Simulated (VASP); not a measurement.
**ZnCd2Te2: relaxation of the atoms with PBE**

The system is ZnCd2Te2, a slab with vacuum.

```xyz
5
Lattice="4.6795 0.0000 0.0000 -2.3397 4.0525 0.0000 0.0000 0.0000 20.0807" Properties=species:S:1:pos:R:3 pbc="T T T"
Te    0.0000    0.0000    4.0000
Te    0.0000    2.7017    8.1068
Cd    0.0000    2.7017    4.9552
Cd    2.3397    1.3508    8.5807
Zn    4.1595    1.8011   11.3007
```

* Program: VASP 6.6.1
* Task: relaxation of the atoms
* Functional: PBE
* Potentials or basis: VASP PAW PBE potentials, release 64 (Te, Cd, Zn)
* Cutoff: 520 eV
* k mesh: 6 × 6 × 1
* Occupations: gaussian, width 0.05 eV
* Spin: no spin polarisation
* Dipole correction: yes
* Atoms held fixed (from 0): [0, 1, 2, 3]
* Further INCAR settings: ALGO = Normal; EDIFF = 1e-06; IBRION = 2; EDIFFG = -0.025; NSW = 36
* Atoms held along some axes (from 0): atom 4 along a and b

- Energy gained by relaxing: 10.0 meV/atom
- Ionic steps: 6
- Band gap on the k mesh: zero (filled and empty bands touch)

Step by step:
| step | energy change (eV) | largest force on free atoms (eV/Å) | pressure (GPa) |
| --- | --- | --- | --- |
| 1 | 0.0000 | 0.2244 | 0.17 |
| 2 | -0.0024 | 0.2157 | 0.16 |
| 3 | -0.0090 | 0.1943 | 0.16 |
| 4 | -0.0203 | 0.1555 | 0.13 |
| 5 | -0.0363 | 0.0935 | 0.09 |
| 6 | -0.0498 | 0.0162 | 0.05 |

Final structure:
```yaml
crystal:
  lattice:
    - [4.67946, 0.00000, 0.00000]
    - [-2.33973, 4.05253, 0.00000]
    - [0.00000, 0.00000, 20.08073]
  atoms:
    - { symbol: Te, position: [0.00000, 0.00000, 0.19920] }
    - { symbol: Te, position: [0.33333, 0.66667, 0.40371] }
    - { symbol: Cd, position: [0.33333, 0.66667, 0.24676] }
    - { symbol: Cd, position: [0.66667, 0.33333, 0.42731] }
    - { symbol: Zn, position: [0.11111, 0.44444, 0.58756] }
```

Levels at points of the mesh, in eV from the Fermi level:
```csv
k point,band 22,band 23,band 24,band 25,band 26,band 27
"(0.00, 0.00, 0.00)",-1.40,-0.32,0.00,0.00,1.39,1.98
"(0.50, 0.00, 0.00)",-1.98,-0.88,-0.75,0.43,1.20,2.07
"(0.00, 0.50, 0.00)",-1.94,-0.88,-0.70,0.76,0.93,1.87
"(0.50, 0.50, 0.00)",-1.85,-0.88,-0.72,0.44,1.04,2.19
```

It took 3.8 min on 4 MPI ranks on AMD EPYC 7R13 Processor (Zen 3) (shared host), peak memory 0.63 GiB a rank.

Caveat: spin-orbit coupling is left out, which moves the levels of the heavy elements.
